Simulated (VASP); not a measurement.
Here is a VASP 6.6.1 calculation.

The input INCAR:

```
  PREC = Accurate
  ENCUT = 750
  EDIFF = 1E-6
  ISMEAR = 0
  SIGMA = 0.1
  LREAL = False
  LASPH = True
  NELM = 120
  ALGO = Normal
  ISIF = 2
  LWAVE = False
  LCHARG = False
  GGA = PE
  NBANDS = 16
  GGA_COMPAT = False
```

KPOINTS

```
regular mesh
0
Gamma
  14 14 14
```

The input POSCAR:

```
MgSiN
1.0
    3.0675919683      0.0000000000      0.0000000000
    0.0000000000      3.0675919683      0.0000000000
    0.0000000000      0.0000000000      3.8214969929
Mg Si N
1 1 1
Direct
    0.0000000000      0.0000000000      0.0000000000
    0.5000000000      0.5000000000      0.5000000000
    0.5000000000      0.5000000000      0.0000000000
```

Potentials or basis: VASP PAW PBE potentials, release 64 (Mg_sv, Si, N).

Run with:

```sh
$ cat potpaw_PBE.64/Mg_sv/POTCAR potpaw_PBE.64/Si/POTCAR potpaw_PBE.64/N/POTCAR > POTCAR
$ mpirun -np 1 vasp_std > vasp.out
```

(1) Predict the band gap on the k mesh.

(2) Predict the pressure.

Answers

(1) zero (an odd number of electrons rules out a gap without spin polarisation).

(2) -0.3 GPa.
